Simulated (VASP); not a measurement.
Wanted: the native input for a VASP 6.6.1 run.

```yaml
Task: single point
Functional: r2SCAN
Potentials_or_basis: VASP PAW PBE potentials, release 64 (Ni, Ge_d)
Cutoff: 520 eV
k_mesh: 12 × 12 × 12
Occupations: gaussian, width 0.1 eV
Spin: no spin polarisation
Dipole_correction: no
Further_INCAR_settings: ALGO = Normal; EDIFF = 1e-06; NBANDS = 30
```

Crystal: Ni3Ge.

```xyz
4
Lattice="3.3261 0.0000 0.0000 0.0000 3.3261 0.0000 0.0000 0.0000 3.3261" Properties=species:S:1:pos:R:3 pbc="T T T"
Ni    1.6631    0.0000    1.6631
Ni    0.0000    1.6631    1.6631
Ni    1.6631    1.6631    0.0000
Ge    0.0000    0.0000    0.0000
```

These files were run (other wordings do the same):

POSCAR

```
Ni3Ge
1.0
    3.3261241049      0.0000000000      0.0000000000
    0.0000000000      3.3261241049      0.0000000000
    0.0000000000      0.0000000000      3.3261241049
Ni Ge
3 1
Direct
    0.5000000000      0.0000000000      0.5000000000
    0.0000000000      0.5000000000      0.5000000000
    0.5000000000      0.5000000000      0.0000000000
    0.0000000000      0.0000000000      0.0000000000
```

INCAR.step1

```
  PREC = Accurate
  ENCUT = 520
  ISMEAR = 0
  SIGMA = 0.1
  LREAL = F
  LASPH = T
  NELM = 60
  NBANDS = 30
  GGA = PE
  ALGO = Normal
  EDIFF = 1E-4
  LWAVE = T
  LCHARG = F
```

INCAR.step2

```
  PREC = Accurate
  ENCUT = 520
  EDIFF = 1E-6
  ISMEAR = 0
  SIGMA = 0.1
  LREAL = F
  LASPH = T
  NELM = 60
  ALGO = Normal
  ISIF = 2
  LWAVE = F
  LCHARG = F
  METAGGA = R2SCAN
  LMIXTAU = T
  NBANDS = 30
  ISTART = 1
```

KPOINTS

```
regular mesh
0
Gamma
  12 12 12
```

Potentials or basis: VASP PAW PBE potentials, release 64 (Ni, Ge_d).

Run with:

```console
$ cat potpaw_PBE.64/Ni/POTCAR potpaw_PBE.64/Ge_d/POTCAR > POTCAR
$ cp INCAR.step1 INCAR
$ mpirun -np 1 vasp_std > vasp.out
$ cp INCAR.step2 INCAR
$ mpirun -np 1 vasp_std > vasp.out
```

Results of the run:

The pressure is 60.2 GPa and the band gap on the k mesh is zero (bands 22 and 23 overlap by 0.34 eV).

Caveat: the cell stands under pressure; the PAW data sets were made with another functional, which shifts forces and pressure a little.

Wall time 2.8 min on 1 thread of Intel(R) Xeon(R) 6975P-C (Granite Rapids), with other jobs on the host, peak memory 0.22 GiB.
